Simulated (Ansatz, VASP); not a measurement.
One calculation of C, two programs

```
CELL_PARAMETERS angstrom
2.52553 0.00000 0.00000
0.00000 3.57164 0.00000
0.00000 0.00000 18.52550
ATOMIC_POSITIONS crystal
C 0.75000 0.09717 0.43833
C 0.25000 0.90283 0.43833
C 0.25000 0.61034 0.50000
C 0.75000 0.38966 0.50000
C 0.75000 0.09717 0.56167
C 0.25000 0.90283 0.56167
```

Alike in both runs: functional PBE; k mesh 12 × 8 × 1; occupations fermi-dirac, width 0.02 eV; no spin polarisation.

Ansatz relaxed the structure, and its values are those at the end. VASP's run is a single point on that final structure, the one shown.

```csv
,VASP,Ansatz
version,VASP 6.6.1,Ansatz 0.2.0
potentials or method,"VASP PAW PBE potentials, release 64 (C)","PAW with Ansatz's default frozen-core files, scalar-relativistic"
plane-wave cutoff (eV),520,420
valence electrons in the cell,24,24
```

```tsv
	VASP	Ansatz	Ansatz less VASP
rms of the force components (eV/Å)	0.015	0.001	-0.0143
```

The functional is the same, so the differences come from potentials, cutoffs and numerics. Ansatz's warnings: stress scf threshold loose, xc potential rough in thin density.
